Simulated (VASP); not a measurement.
# SiN (Fm-3m) in VASP: a series of runs

Runs on SiN. Level: PBE. Tasks: single point, relaxation of cell and atoms.

Program: VASP 6.6.1. These are calculated values, not measurements. Logs are shortened: lines on timing, memory, paths and dates and some standing lists are left out, and cuts for length are marked.

## Step 1: The cell of the first run

It takes space group Fm-3m (No. 225, cubic). Conventional cell: a = 4.257 Å, b = 4.257 Å, c = 4.257 Å, α = 90.00°, β = 90.00°, γ = 90.00°. Si (site symmetry m-3m) has 6 N at 2.13 Å within 2.8 Å. N (site symmetry m-3m) has 6 Si at 2.13 Å within 2.8 Å.

## Step 2: Single point, PBE

INCAR reads:

```
PREC = Accurate ; ENCUT = 520
EDIFF = 1E-7 ; ISMEAR = 0
SIGMA = 0.1 ; LREAL = False
LASPH = True ; NELM = 60
ALGO = Normal ; ISIF = 2
LWAVE = False ; LCHARG = True
GGA = PE ; LELF = True
LVHAR = True ; NBANDS = 12
```

KPOINTS reads:

```
regular mesh
0
Gamma
  10 10 10
```

POSCAR reads:

```
SiN
1.0
    0.0000000000      2.1284714790      2.1284714790
    2.1284714790      0.0000000000      2.1284714790
    2.1284714790      2.1284714790      0.0000000000
Si N
1 1
Direct
    0.0000000000      0.0000000000      0.0000000000
    0.5000000000      0.5000000000      0.5000000000
```

Potentials or basis: VASP PAW PBE potentials, release 64 (Si, N).

Run with:

```
> cat potpaw_PBE.64/Si/POTCAR potpaw_PBE.64/N/POTCAR > POTCAR
> mpirun -np 1 vasp_std > vasp.out
```

OUTCAR:

```text
PREC = Accurate
   ENCUT = 520
   EDIFF = 1E-7
   ISMEAR = 0
   LREAL = False
   LASPH = True
   NELM = 60
   ISIF = 2
   GGA = PE

 ion  position               nearest neighbor table
   1  0.000  0.000  0.000-   2 2.13   2 2.13   2 2.13   2 2.13   2 2.13   2 2.13
   2  0.500  0.500  0.500-   1 2.13   1 2.13   1 2.13   1 2.13   1 2.13   1 2.13

  LATTYP: Found a face centered cubic cell.
 ALAT       =     4.2569429580

  Lattice vectors:

 A1 = (   0.0000000000,   2.1284714790,   2.1284714790)
 A2 = (   2.1284714790,   0.0000000000,   2.1284714790)
 A3 = (   2.1284714790,   2.1284714790,   0.0000000000)

Analysis of symmetry for initial positions (statically):
=====================================================================
 Subroutine PRICEL returns:
 Original cell was already a primitive cell.

 Routine SETGRP: Setting up the symmetry group for a
 face centered cubic supercell.

 Subroutine GETGRP returns: Found 48 space group operations
 (whereof 48 operations were pure point group operations)
 out of a pool of 48 trial point group operations.

The static configuration has the point symmetry O_h .

Analysis of symmetry for dynamics (positions and initial velocities):
=====================================================================
 Subroutine PRICEL returns:
 Original cell was already a primitive cell.

 Routine SETGRP: Setting up the symmetry group for a
 face centered cubic supercell.

 Subroutine GETGRP returns: Found 48 space group operations
 (whereof 48 operations were pure point group operations)
 out of a pool of 48 trial point group operations.

The dynamic configuration has the point symmetry O_h .

 Subroutine INISYM returns: Found 48 space group operations
 (whereof 48 operations are pure point group operations),
 and found     1 'primitive' translations

----------------------------------------------------------------------------------------

                                     Primitive cell

  volume of cell :      19.2856

  direct lattice vectors                    reciprocal lattice vectors
     0.000000000  2.128471479  2.128471479    -0.234910359  0.234910359  0.234910359
     2.128471479  0.000000000  2.128471479     0.234910359 -0.234910359  0.234910359
     2.128471479  2.128471479  0.000000000     0.234910359  0.234910359 -0.234910359

  length of vectors
     3.010113233  3.010113233  3.010113233     0.406876678  0.406876678  0.406876678

  position of ions in fractional coordinates (direct lattice)
     0.000000000  0.000000000  0.000000000
     0.500000000  0.500000000  0.500000000

[... 82 lines left out ...]
   ISIF   =      2    stress and relaxation
   ISYM   =      2    0-nonsym 1-usesym 2-fastsym
   POTIM  = 0.5000    time-step for ionic-motion
   TEBEG  =    0.0;   TEEND  =   0.0 temperature during run
   PSTRESS=    0.0 pullay stress
   NELECT =       9.0000    total number of electrons
   NUPDOWN=      -1.0000    fix difference up-down
   EMIN   =  10.00;   EMAX   =-10.00  energy-range for DOS
   EFERMI =   0.00;   METHOD = LEGACY
   ISMEAR =     0;   SIGMA  =   0.10  broadening in eV -4-tet -1-fermi 0-gaus
   EFERMI_NEDOS =   21; number of points for ismear=-14 and -15
   IALGO  =     38    algorithm
   IMIX   =      4    mixing-type and parameters
     AMIX     =   0.40;   BMIX     =  1.00
     AMIX_MAG =   1.60;   BMIX_MAG =  1.00
  volume/ion in A,a.u.               =       9.64        65.07
  Fermi-wavevector in a.u.,A,eV,Ry     =   1.269827  2.399625 21.938853  1.612460
  Thomas-Fermi vector in A             =   2.402847
   LORBIT       =      0    0 simple, 1 ext, 2 COOP (PROOUT), +10 PAW based schemes
   GGA     = PE    functional components
   LHFCALC =     F    Hartree Fock is set to
   AEXX    =    0.0000 exact exchange contribution
   IVDW    =     0    specifies the selected vdW correction
   LEPSILON=     F    determine dielectric tensor
   LRPA    =     F    only Hartree local field effects (RPA)
 non-spin polarized calculation
 Gauss-broadening in eV      SIGMA  =   0.10
  energy-cutoff  :      520.00
  volume of cell :       19.29
 maximum number of plane-waves:       534
 NGX is ok and might be reduce to    24
   NGX = 11   NGY = 11   NGZ = 11

 number of electron       8.9999999 magnetization

 Free energy of the ion-electron system (eV)
  ---------------------------------------------------
  ext. energy  EPLUGINS =         0.00000000
  ---------------------------------------------------
  free energy    TOTEN  =       -12.89172487 eV

  energy without entropy =      -12.89064234  energy(sigma->0) =      -12.89118361

 E-fermi :  11.8067     XC(G=0): -12.0247

 val. band max:       11.7028315661   @ k =  -0.4000   0.4000   0.2000
 cond. band min:      11.8117314578   @ k =   0.2000   0.0000   0.0000
 fundamental gap:      0.1088998916
 Fermi energy:        11.8066829405

 k-point     1 :       0.0000    0.0000    0.0000
  band No.  band energies     occupation
      1      -8.6843      2.00000
      2       7.8631      2.00000
      3       7.8631      2.00000
      4       7.8631      2.00000
      5       9.6259      2.00000
      6      19.3212      0.00000
      7      19.3212      0.00000
      8      19.3212      0.00000
      9      20.5064      0.00000
     10      20.5064      0.00000
     11      20.5064      0.00000
     12      23.8678      0.00000
[... 331 lines left out ...]
 k-point    24 :       0.4000    0.3000    0.0000
  band No.  band energies     occupation
      1      -5.8941      2.00000
      2       2.2009      2.00000
      3       5.1225      2.00000
      4       5.6786      2.00000
      5       9.4808      2.00000
      6      14.7415      0.00000
      7      17.4731      0.00000
      8      19.4879      0.00000
      9      20.1027      0.00000
     10      27.2141      0.00000
     11      28.7293      0.00000
     12      29.8252      0.00000

 [... further k-points ...]
[... 5 lines left out ...]
  --------------------------------------------------------------------------------------
  -------------------------------------------------------------------------------------
  Total        0.0091470      0.0091470      0.0091470      0.0000000      0.0000000      0.0000000
  in kB        0.7598973      0.7598973      0.7598973      0.0000000      0.0000000      0.0000000
  external PRESSURE =       0.7598973 kB  Pullay stress =       0.0000000 kB

 VOLUME and BASIS-vectors are now :
 -----------------------------------------------------------------------------
  energy-cutoff  :      520.00
  volume of cell :       19.29
      direct lattice vectors                 reciprocal lattice vectors
     0.000000000  2.128471479  2.128471479    -0.234910359  0.234910359  0.234910359
     2.128471479  0.000000000  2.128471479     0.234910359 -0.234910359  0.234910359
     2.128471479  2.128471479  0.000000000     0.234910359  0.234910359 -0.234910359

 POSITION                                       TOTAL-FORCE (eV/Angst)
 -----------------------------------------------------------------------------------
      0.00000      0.00000      0.00000         0.000000     -0.000000     -0.000000
      2.12847      2.12847      2.12847        -0.000000      0.000000      0.000000
 -----------------------------------------------------------------------------------
    total drift:                               -0.000000     -0.000000      0.000000

  FREE ENERGIE OF THE ION-ELECTRON SYSTEM (eV)
  ---------------------------------------------------
  free  energy   TOTEN  =       -12.8917248697 eV

  energy  without entropy=      -12.8906423430  energy(sigma->0) =      -12.89118361
```

OSZICAR:

```text
N       E                     dE             d eps       ncg     rms          rms(c)
DAV:   1     0.111990519909E+02    0.11199E+02   -0.42868E+03  1168   0.608E+02
DAV:   2    -0.131716233151E+02   -0.24371E+02   -0.23482E+02  1428   0.137E+02
DAV:   3    -0.138344891784E+02   -0.66287E+00   -0.66065E+00  1380   0.191E+01
DAV:   4    -0.138359953572E+02   -0.15062E-02   -0.15060E-02  1296   0.108E+00
DAV:   5    -0.138359996897E+02   -0.43325E-05   -0.43328E-05  1400   0.557E-02    0.669E+00
DAV:   6    -0.128907756646E+02    0.94522E+00   -0.59373E+00  1232   0.118E+01    0.289E+00
DAV:   7    -0.128929025315E+02   -0.21269E-02   -0.16298E-01  1276   0.296E+00    0.180E+00
DAV:   8    -0.128929056545E+02   -0.31230E-05   -0.25733E-02  1244   0.113E+00    0.313E-01
DAV:   9    -0.128916609628E+02    0.12447E-02   -0.61662E-03  1328   0.417E-01    0.963E-02
DAV:  10    -0.128917298083E+02   -0.68846E-04   -0.33855E-04  1328   0.131E-01    0.226E-02
DAV:  11    -0.128917252126E+02    0.45957E-05   -0.22603E-05  1404   0.248E-02    0.874E-03
DAV:  12    -0.128917248779E+02    0.33475E-06   -0.13551E-06  1272   0.829E-03    0.995E-04
DAV:  13    -0.128917248697E+02    0.81390E-08   -0.16063E-08   796   0.993E-04
   1 F= -.12891725E+02 E0= -.12891184E+02  d E =-.108253E-02
```

stdout:

```text
POSCAR found type information on POSCAR SiN
 POSCAR found :  2 types and       2 ions
 scaLAPACK will be used
 LDA part: xc-table for (Slater+PW92), standard interpolation
 POSCAR, INCAR and KPOINTS ok, starting setup
 FFT: planning ... GRIDC
 FFT: planning ... GRID_SOFT
 FFT: planning ... GRID
 WAVECAR not read
 entering main loop
```

Wall time 7.1 s (1 thread of Intel Xeon Platinum 8259CL at 2.50GHz (Skylake/Cascade Lake), shared host); peak memory 0.13 GiB.

What came out:

```
Free energy : -12.8917 eV
Pressure    : 0.1 GPa
```

## Step 3: Relaxation of cell and atoms, PBE

This run uses another cell than the first one, of 5.92 Å³/atom, 0.614 times its volume.

INCAR reads:

```
PREC = Accurate
ENCUT = 600
EDIFF = 1E-6
ISMEAR = 0
SIGMA = 0.1
LREAL = F
LASPH = T
NELM = 100
ALGO = Normal
ISIF = 3
LWAVE = F
LCHARG = F
GGA = PE
IBRION = 2
NSW = 100
EDIFFG = -0.05
```

KPOINTS reads:

```
Automatic mesh
0
Gamma
  10 10 10
```

POSCAR reads:

```
SiN
1.0
    0.0000000000      1.8088130244      1.8088130244
    1.8088130244      0.0000000000      1.8088130244
    1.8088130244      1.8088130244      0.0000000000
Si N
1 1
Direct
    0.0000000000      0.0000000000      0.0000000000
    0.5000000000      0.5000000000      0.5000000000
```

Potentials or basis: VASP PAW PBE potentials, release 64 (Si, N).

Run with:

```
> cat potpaw_PBE.64/Si/POTCAR potpaw_PBE.64/N/POTCAR > POTCAR
> mpirun -np 1 vasp_std > vasp.out
```

Wall time 15 s (1 thread of Intel Xeon Platinum 8259CL at 2.50GHz (Skylake/Cascade Lake), shared host); peak memory 0.12 GiB.

It converged, with:

- Free energy: -12.8703 eV
- Relaxed volume: 9.54 Å³/atom
- Relaxed cell: a = 3.000 Å, b = 3.000 Å, c = 3.000 Å, α = 60.00°, β = 60.00°, γ = 60.00°
- Space group after relaxing (to 0.05 Å): Fm-3m (No. 225)
- Energy gained by relaxing: 1665.0 meV/atom
- Ionic steps: 5
- Pressure after relaxing: 0.7 GPa

The path:
| step | energy change (eV) | largest force (eV/Å) | pressure (GPa) | volume (Å³) |
| --- | --- | --- | --- | --- |
| 1 | 0.0000 | 0.0000 | 202.52 | 11.84 |
| 2 | -1.3647 | 0.0000 | -42.52 | 29.83 |
| 3 | -3.3243 | 0.0000 | -4.39 | 19.57 |
| 4 | -3.3297 | 0.0000 | -1.15 | 19.26 |
| 5 | -3.3300 | 0.0000 | 0.72 | 19.09 |

Final structure:
```
Si N
1.0
     0.00000    2.12112    2.12112
     2.12112    0.00000    2.12112
     2.12112    2.12112    0.00000
Si N
1 1
Direct
  0.00000 0.00000 0.00000
  0.50000 0.50000 0.50000
```

Levels at points of the mesh, in eV from the Fermi level:
| k point | band 2 | band 3 | band 4 | band 5 | band 6 | band 7 | band 8 |
| --- | --- | --- | --- | --- | --- | --- | --- |
| (0.00, 0.00, 0.00) | -4.04 | -4.04 | -4.04 | -2.14 | 8.75 | 8.75 | 8.75 |
| (0.50, 0.00, 0.00) | -12.55 | -4.63 | -4.63 | 0.38 | 3.24 | 3.24 | 4.49 |
| (0.50, 0.50, 0.00) | -10.87 | -6.78 | -6.78 | -4.46 | 1.65 | 7.70 | 8.80 |

Caveat: the volume moved by over 15 % at a fixed basis, so the end points are rough.

## Step 4: Single point, PBE

INCAR reads:

```
PREC     = Accurate       # precision mode
ENCUT    = 520            # plane-wave cutoff, eV
EDIFF    = 1E-7           # SCF threshold, eV
ISMEAR   = 0              # smearing method
SIGMA    = 0.1            # smearing width, eV
LREAL    = F              # projectors in reciprocal space
LASPH    = T              # aspherical terms in the spheres
NELM     = 60             # most SCF steps
ALGO     = Normal         # electronic algorithm
ISIF     = 2              # what is computed and relaxed
LWAVE    = F              # write WAVECAR
LCHARG   = F              # write CHGCAR
GGA      = PE             # functional
NBANDS   = 12             # bands
```

KPOINTS reads:

```
Automatic mesh
0
Gamma
  16 16 16
```

POSCAR reads:

```
SiN
1.0
    0.0000000000      2.1286858280      2.1286858280
    2.1286858280      0.0000000000      2.1286858280
    2.1286858280      2.1286858280      0.0000000000
Si N
1 1
Direct
    0.0000000000      0.0000000000      0.0000000000
    0.5000000000      0.5000000000      0.5000000000
```

Run with:

```
> cat potpaw_PBE.64/Si/POTCAR potpaw_PBE.64/N/POTCAR > POTCAR
> mpirun -np 1 vasp_std > vasp.out
```

Run time: 17 s. Hardware: 1 thread of Intel Xeon Platinum 8259CL at 2.50GHz (Skylake/Cascade Lake), shared host; peak memory 0.15 GiB.

It converged, with:

```yaml
Free_energy: -12.8829 eV
Pressure: 0.1 GPa
```

Levels at points of the mesh, in eV from the Fermi level:
```csv
k point,band 1,band 2,band 3,band 4,band 5,band 6,band 7,band 8,band 9,band 10
"(0.00, 0.00, 0.00)",-20.59,-4.04,-4.04,-4.04,-2.29,7.41,7.41,7.41,8.59,8.59
"(0.50, 0.00, 0.00)",-17.52,-12.51,-4.62,-4.62,0.30,3.15,3.15,4.33,9.81,14.24
"(0.50, 0.50, 0.00)",-16.66,-10.81,-6.76,-6.76,-4.56,1.65,7.56,8.64,8.64,16.29
```

## Step 5: Overview

```csv
task,cell,k mesh,cutoff (eV),gap on the mesh (eV),pressure (GPa)
single point,"a = 3.010 Å, angles 60.0°, 2 atoms",10 × 10 × 10,520,none,0.1
relaxation of cell and atoms,"relaxed from a = 2.558 Å, angles 60.0°, 2 atoms",10 × 10 × 10,600,none,0.7
single point,"a = 3.010 Å, angles 60.0°, 2 atoms",16 × 16 × 16,520,none,0.1
```

Alike in all rows: level PBE; potentials or basis VASP PAW PBE potentials, release 64 (Si, N); no spin polarisation; smearing gaussian 0.1 eV.

Caveats: the volume moved by over 15 % at a fixed basis, so the end points are rough (some runs).

Total energies depend on the potentials used, so only differences within one code and one set of settings carry meaning.
